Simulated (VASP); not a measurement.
Here is a VASP 6.6.1 calculation.

File INCAR:

```
SYSTEM = Ti
PREC = Accurate
ENCUT = 520
EDIFF = 1E-6
ISMEAR = 0
SIGMA = 0.15
LREAL = .FALSE.
LASPH = .TRUE.
NELM = 100
ALGO = Fast
ISIF = 2
LWAVE = .FALSE.
LCHARG = .TRUE.
GGA = PE
LELF = .TRUE.
LVHAR = .TRUE.
NBANDS = 12
```

Contents of KPOINTS:

```
Automatic mesh
0
G
  20 20 20
  0 0 0
```

File POSCAR:

```
Ti
1.0
   -1.6872708295      1.6872708295      1.7903804682
    1.6872708295     -1.6872708295      1.7903804682
    1.5679663855      1.5679663855     -1.7903804682
Ti
1
Direct
    0.0000000000      0.0000000000      0.0000000000
```

Potentials or basis: VASP PAW PBE potentials, release 64 (Ti_sv).

Run with:

```bash
$ cat potpaw_PBE.64/Ti_sv/POTCAR > POTCAR
$ mpirun -np 1 vasp_std > vasp.out
```

**Question.** Predict the pressure.

**Answer.** -8.5 GPa.

**Question.** Predict the band gap on the k mesh.

**Answer.** Zero (bands 6 and 7 overlap by 1.29 eV).

Stress tensor (GPa, compression positive):
```
-9.35  1.90  0.00
 1.90 -9.35  0.00
 0.00  0.00 -6.69
```

Caveat: the cell differs from its parent crystal (engineering shear strain xy -0.0733, normal strain along z +0.1000); the cell stands under tension.
